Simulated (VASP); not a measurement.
# Ge: single point with PBE

The system is Ge.

```
CELL_PARAMETERS angstrom
3.90036 0.00000 0.00000
-1.95018 3.37781 0.00000
0.00000 0.00000 6.63686
ATOMIC_POSITIONS crystal
Ge 0.66667 0.33333 0.08563
Ge 0.33333 0.66667 0.58563
Ge 0.66667 0.33333 0.41437
Ge 0.33333 0.66667 0.91437
```

This cell differs from its parent crystal: strained.

```json
{
  "Program": "VASP 6.6.1",
  "Task": "single point",
  "Functional": "PBE",
  "Potentials or basis": "VASP PAW PBE potentials, release 64 (Ge_d)",
  "Cutoff": "520 eV",
  "k mesh": "12 × 12 × 6",
  "Occupations": "gaussian, width 0.1 eV",
  "Spin": "no spin polarisation",
  "Dipole correction": "no",
  "Further INCAR settings": "ALGO = Normal; EDIFF = 1e-06; NBANDS = 36"
}
```

```yaml
Pressure: 8.5 GPa
Largest_force: 4.420 eV/Å
Band_gap_on_the_k_mesh: zero (bands 28 and 29 overlap by 1.26 eV)
```

Forces in eV/Å, atoms in the order of the input:
```
Ge   0.000  0.000 -4.420
Ge   0.000  0.000 -4.420
Ge   0.000  0.000  4.420
Ge   0.000  0.000  4.420
```

Stress tensor (GPa, compression positive):
```
 2.05  0.00  0.00
 0.00  2.05  0.00
 0.00  0.00 21.53
```

Levels at points of the mesh, in eV from the Fermi level:
| k point | band 25 | band 26 | band 27 | band 28 | band 29 | band 30 | band 31 | band 32 |
| --- | --- | --- | --- | --- | --- | --- | --- | --- |
| (0.00, 0.00, 0.00) | -1.37 | -1.37 | 0.04 | 0.92 | 0.92 | 1.01 | 1.70 | 1.70 |
| (0.50, 0.00, 0.00) | -5.43 | -3.90 | -3.01 | -0.78 | 0.85 | 1.79 | 2.08 | 2.33 |
| (0.00, 0.00, 0.50) | -0.63 | -0.63 | -0.63 | -0.63 | 1.70 | 1.70 | 3.49 | 3.49 |
| (0.50, 0.00, 0.50) | -3.34 | -3.34 | -2.21 | -2.21 | -0.05 | -0.05 | 2.50 | 2.50 |

Run time: 5.9 min on 1 thread of Intel Xeon 8259CL, on a shared host, peak memory 0.3 GiB.

Caveat: the cell differs from its parent crystal (strained); the stress differs along the axes, from 2 to 22 GPa; forces of over 1 eV/Å act on the atoms, so gaps and moduli don't describe the material at rest.
